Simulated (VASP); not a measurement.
TlBr, 2 atoms in the cell. It takes space group Pm-3m (No. 221, cubic). The conventional cell has a = 3.995 Å, b = 3.995 Å, c = 3.995 Å, α = 90.00°, β = 90.00°, γ = 90.00°. Within 4.5 Å of Tl (site symmetry m-3m) lie 8 Br at 3.46 Å and 6 Tl at 3.99 Å. Br (site symmetry m-3m) has 8 Tl at 3.46 Å and 6 Br at 3.99 Å within 4.5 Å. 

```yaml
Program: VASP 6.6.1
Task: single point
Functional: PBE
Potentials_or_basis: VASP PAW PBE potentials, release 64 (Tl_d, Br)
Cutoff: 500 eV
k_mesh: 2 × 2 × 2
Occupations: gaussian, width 0.01 eV
Spin: no spin polarisation
Dipole_correction: no
Further_INCAR_settings: ALGO = Normal; EDIFF = 1e-06; NBANDS = 17
```

Potentials or basis: VASP PAW PBE potentials, release 64 (Tl_d, Br).

Launch:

```sh
$ cat potpaw_PBE.64/Tl_d/POTCAR potpaw_PBE.64/Br/POTCAR > POTCAR
$ mpirun -np 1 vasp_std > vasp.out
```

Hardware: 1 thread of AMD EPYC 7R13 Processor (Zen 3), on a shared host.

Task: How long does it take, and how much memory?

Result: Run time: 5.1 s on 1 thread of AMD EPYC 7R13 Processor (Zen 3), with other jobs on the host, peak memory 0.13 GiB. Counts: scf iterations 12, k points 4.
